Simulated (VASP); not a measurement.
# Mo (Im-3m) in VASP: a series of runs

The runs below take Mo through relaxation of cell and atoms, with LDA.

Everything below comes from runs of VASP 6.6.1. Logs are shortened: lines on timing, memory, paths and dates and some standing lists are left out, and cuts for length are marked.

### 1 The cell of the first run

The structure is cubic, space group Im-3m (No. 229). Conventional cell: a = 3.112 Å, b = 3.112 Å, c = 3.112 Å, α = 90.00°, β = 90.00°, γ = 90.00°. Within 3.6 Å of Mo (site symmetry m-3m) lie 14 Mo at 2.70 to 3.11 Å.

### 2 Relaxation of cell and atoms, LDA

Input file INCAR:

```
PREC = Accurate
ENCUT = 500
EDIFF = 1E-7
ISMEAR = 0
SIGMA = 0.1
LREAL = False
LASPH = True
NELM = 120
ALGO = Normal
ISIF = 3
LWAVE = False
LCHARG = False
IBRION = 2
NSW = 100
EDIFFG = -0.002
GGA_COMPAT = False
NELMIN = 4
```

Input file KPOINTS:

```
Automatic mesh
0
Gamma
  16 16 16
```

Input file POSCAR:

```
Mo
1.0
   -1.5561832938      1.5561832938      1.5561832938
    1.5561832938     -1.5561832938      1.5561832938
    1.5561832938      1.5561832938     -1.5561832938
Mo
1
Direct
    0.0000000000      0.0000000000      0.0000000000
```

Potentials or basis: VASP PAW LDA potentials, release 64 (Mo_sv).

On the command line:

```sh
cat potpaw_LDA.64/Mo_sv/POTCAR > POTCAR
mpirun -np 1 vasp_std > vasp.out
```

OUTCAR:

```text
PREC = Accurate
   ENCUT = 500
   EDIFF = 1E-7
   ISMEAR = 0
   LREAL = False
   LASPH = True
   NELM = 120
   ISIF = 3
   IBRION = 2
   NSW = 100
   EDIFFG = -0.002
   NELMIN = 4

 ion  position               nearest neighbor table
   1  0.000  0.000  0.000-

  LATTYP: Found a body centered cubic cell.
 ALAT       =     3.1123665876

  Lattice vectors:

 A1 = (  -1.5561832938,   1.5561832938,   1.5561832938)
 A2 = (   1.5561832938,  -1.5561832938,   1.5561832938)
 A3 = (   1.5561832938,   1.5561832938,  -1.5561832938)

Analysis of symmetry for initial positions (statically):
=====================================================================
 Subroutine PRICEL returns:
 Original cell was already a primitive cell.

 Routine SETGRP: Setting up the symmetry group for a
 body centered cubic supercell.

 Subroutine GETGRP returns: Found 48 space group operations
 (whereof 48 operations were pure point group operations)
 out of a pool of 48 trial point group operations.

The static configuration has the point symmetry O_h .

Analysis of symmetry for dynamics (positions and initial velocities):
=====================================================================
 Subroutine PRICEL returns:
 Original cell was already a primitive cell.

 Routine SETGRP: Setting up the symmetry group for a
 body centered cubic supercell.

 Subroutine GETGRP returns: Found 48 space group operations
 (whereof 48 operations were pure point group operations)
 out of a pool of 48 trial point group operations.

The dynamic configuration has the point symmetry O_h .

 Subroutine INISYM returns: Found 48 space group operations
 (whereof 48 operations are pure point group operations),
 and found     1 'primitive' translations

----------------------------------------------------------------------------------------

                                     Primitive cell

  volume of cell :      15.0745

  direct lattice vectors                    reciprocal lattice vectors
    -1.556183294  1.556183294  1.556183294     0.000000000  0.321298913  0.321298913
     1.556183294 -1.556183294  1.556183294     0.321298913  0.000000000  0.321298913
     1.556183294  1.556183294 -1.556183294     0.321298913  0.321298913  0.000000000

  length of vectors
     2.695388531  2.695388531  2.695388531     0.454385280  0.454385280  0.454385280

  position of ions in fractional coordinates (direct lattice)
     0.000000000  0.000000000  0.000000000

  ion indices of the primitive-cell ions
   primitive index   ion index
                 1           1

----------------------------------------------------------------------------------------

 KPOINTS: Automatic mesh

Automatic generation of k-mesh.
 Grid dimensions read from file:
 generate k-points for:   16   16   16

 Generating k-lattice:

  Cartesian coordinates                     Fractional coordinates (reciprocal lattice)
     0.000000000  0.020081182  0.020081182     0.062500000  0.000000000  0.000000000
     0.020081182  0.000000000  0.020081182     0.000000000  0.062500000  0.000000000
     0.020081182  0.020081182  0.000000000     0.000000000  0.000000000  0.062500000

  Length of vectors
     0.028399080  0.028399080  0.028399080

  Shift w.r.t. Gamma in fractional coordinates (k-lattice)
     0.000000000  0.000000000  0.000000000

 Subroutine IBZKPT returns following result:
 ===========================================

 Found    145 irreducible k-points:

 Following reciprocal coordinates:
            Coordinates               Weight
  0.000000  0.000000  0.000000      1.000000
  0.062500  0.000000  0.000000     12.000000
  0.125000  0.000000  0.000000     12.000000
  0.187500  0.000000  0.000000     12.000000
  0.250000  0.000000  0.000000     12.000000
  0.312500  0.000000  0.000000     12.000000
[... 16 lines left out ...]
  0.187500  0.187500  0.000000     24.000000
  0.250000  0.187500  0.000000     48.000000
 [... further k-points ...]
   k-points           NKPTS =    145   k-points in BZ     NKDIM =    145   number of bands    NBANDS=     11
   number of dos      NEDOS =    301   number of ions     NIONS =      1
   total plane-waves  NPLWV =   8000
   dimension x,y,z NGX =    20 NGY =   20 NGZ =   20
   dimension x,y,z NGXF=    40 NGYF=   40 NGZF=   40
   ions per type =               1
   NGX,Y,Z   is equivalent  to a cutoff of  12.34, 12.34, 12.34 a.u.
   NGXF,Y,Z  is equivalent  to a cutoff of  24.67, 24.67, 24.67 a.u.
 SYSTEM =  unknown system
   PREC   = accura    normal or accurate (medium, high low for compatibility)
   ISTART =      0    job   : 0-new  1-cont  2-samecut
   ICHARG =      2    charge: 1-file 2-atom 10-const
   ISPIN  =      1    spin polarized calculation?
   LNONCOLLINEAR =      F non collinear calculations
   LSORBIT =      F    spin-orbit coupling
   LASPH  =      T    aspherical Exc in radial PAW
   ENCUT  =  500.0 eV  36.75 Ry    6.06 a.u.   4.91  4.91  4.91*2*pi/ulx,y,z
   NELM   =    120;   NELMIN=  4; NELMDL= -5     # of ELM steps
   EDIFF  = 0.1E-06   stopping-criterion for ELM
   LREAL  =      F    real-space projection
   EDIFFG = -.2E-02   stopping-criterion for IOM
   NSW    =    100    number of steps for IOM
   IBRION =      2    ionic relax: 0-MD 1-quasi-New 2-CG
   NFREE  =      1    steps in history (QN), initial steepest desc. (CG)
   ISIF   =      3    stress and relaxation
   ISYM   =      2    0-nonsym 1-usesym 2-fastsym
   POTIM  = 0.5000    time-step for ionic-motion
   TEBEG  =    0.0;   TEEND  =   0.0 temperature during run
   PSTRESS=    0.0 pullay stress
   NELECT =      14.0000    total number of electrons
   NUPDOWN=      -1.0000    fix difference up-down
   EMIN   =  10.00;   EMAX   =-10.00  energy-range for DOS
   EFERMI =   0.00;   METHOD = LEGACY
   ISMEAR =     0;   SIGMA  =   0.10  broadening in eV -4-tet -1-fermi 0-gaus
   EFERMI_NEDOS =   21; number of points for ismear=-14 and -15
   IALGO  =     38    algorithm
   IMIX   =      4    mixing-type and parameters
     AMIX     =   0.40;   BMIX     =  1.00
     AMIX_MAG =   1.60;   BMIX_MAG =  1.00
  volume/ion in A,a.u.               =      15.07       101.73
  Fermi-wavevector in a.u.,A,eV,Ry     =   1.597240  3.018345 34.710839  2.551175
  Thomas-Fermi vector in A             =   2.694877
   LORBIT       =      0    0 simple, 1 ext, 2 COOP (PROOUT), +10 PAW based schemes
   GGA     = CA    functional components
   LHFCALC =     F    Hartree Fock is set to
   AEXX    =    0.0000 exact exchange contribution
   IVDW    =     0    specifies the selected vdW correction
   LEPSILON=     F    determine dielectric tensor
   LRPA    =     F    only Hartree local field effects (RPA)
 conjugate gradient relaxation of ions
 non-spin polarized calculation
 Gauss-broadening in eV      SIGMA  =   0.10
  energy-cutoff  :      500.00
  volume of cell :       15.07
 maximum number of plane-waves:       394
   NGX =  9   NGY =  9   NGZ =  9

--------------------------------------- Ionic step        1  -------------------------------------------

 number of electron      13.9999996 magnetization

 Free energy of the ion-electron system (eV)
  ---------------------------------------------------
  ext. energy  EPLUGINS =         0.00000000
  ---------------------------------------------------
  free energy    TOTEN  =       -12.13705270 eV

  energy without entropy =      -12.13481663  energy(sigma->0) =      -12.13593467

------------------------ aborting loop because EDIFF is reached ----------------------------------------

  FORCE on cell =-STRESS in cart. coord.  units (eV):
  Direction    XX          YY          ZZ          XY          YZ          ZX
  --------------------------------------------------------------------------------------
  -------------------------------------------------------------------------------------
  Total        0.0708573      0.0708573      0.0708573     -0.0000000      0.0000000      0.0000000
  in kB        7.5310038      7.5310038      7.5310038     -0.0000000      0.0000000      0.0000000
  external PRESSURE =       7.5310038 kB  Pullay stress =       0.0000000 kB
[... 55 lines left out ...]
  energy  without entropy=      -12.1341733521  energy(sigma->0) =      -12.13526146

--------------------------------------- Ionic step        3  -------------------------------------------

 number of electron      13.9999996 magnetization

 Free energy of the ion-electron system (eV)
  ---------------------------------------------------
  ext. energy  EPLUGINS =         0.00000000
  ---------------------------------------------------
  free energy    TOTEN  =       -12.13714599 eV

  energy without entropy =      -12.13492678  energy(sigma->0) =      -12.13603638

 E-fermi :  13.0366     XC(G=0): -13.7916

 val. band max:       13.0348140888   @ k =  -0.1250   0.1250   0.1250
 cond. band min:      13.0648734903   @ k =   0.1875   0.0000   0.0000
 fundamental gap:      0.0300594015
 Fermi energy:        13.0366289599

 k-point     1 :       0.0000    0.0000    0.0000
  band No.  band energies     occupation
      1     -47.9173      2.00000
      2     -21.2748      2.00000
      3     -21.2748      2.00000
      4     -21.2748      2.00000
      5       5.6848      2.00000
      6      11.5829      2.00000
      7      11.5829      2.00000
      8      11.5829      2.00000
      9      14.7094      0.00000
     10      14.7094      0.00000
     11      27.8911      0.00000
[... 309 lines left out ...]
 k-point    24 :       0.2500    0.1875    0.0000
  band No.  band energies     occupation
      1     -47.6430      2.00000
      2     -22.5156      2.00000
      3     -21.7891      2.00000
      4     -21.4127      2.00000
      5       8.7082      2.00000
      6       9.9671      2.00000
      7      11.1996      2.00000
      8      14.1290      0.00000
      9      15.5336      0.00000
     10      17.9009      0.00000
     11      26.5620      0.00000

 [... further k-points ...]

------------------------ aborting loop because EDIFF is reached ----------------------------------------

  FORCE on cell =-STRESS in cart. coord.  units (eV):
  Direction    XX          YY          ZZ          XY          YZ          ZX
  --------------------------------------------------------------------------------------
  -------------------------------------------------------------------------------------
  Total       -0.0009078     -0.0009078     -0.0009078     -0.0000000      0.0000000     -0.0000000
  in kB       -0.0962370     -0.0962370     -0.0962370     -0.0000000      0.0000000     -0.0000000
  external PRESSURE =      -0.0962370 kB  Pullay stress =       0.0000000 kB
[... 16 lines left out ...]
  FREE ENERGIE OF THE ION-ELECTRON SYSTEM (eV)
  ---------------------------------------------------
  free  energy   TOTEN  =       -12.1371459855 eV

  energy  without entropy=      -12.1349267843  energy(sigma->0) =      -12.13603638

 reached required accuracy - stopping structural energy minimisation
```

Wall time 24 s (1 thread of Intel Xeon Platinum 8488C (Sapphire Rapids), shared host); peak memory 0.13 GiB.

Results:

```yaml
Free_energy: -12.1371 eV
Relaxed_volume: 15.11 Å³/atom
Relaxed_cell: a = 2.698 Å, b = 2.698 Å, c = 2.698 Å, α = 109.47°, β = 109.47°, γ = 109.47°
Space_group_after_relaxing_to_0.1_Å: Im-3m (No. 229)
Energy_gained_by_relaxing: 0.1 meV/atom
Ionic_steps: 3
Pressure_after_relaxing: 0.0 GPa
Band_gap_on_the_k_mesh: zero (bands 7 and 8 overlap by 5.65 eV)
```

Final structure:
```yaml
crystal:
  lattice:
    - [-1.55753, 1.55753, 1.55753]
    - [1.55753, -1.55753, 1.55753]
    - [1.55753, 1.55753, -1.55753]
  atoms:
    - { symbol: Mo, position: [0.00000, 0.00000, 0.00000] }
```

(Part 1 of 2 ends here.)
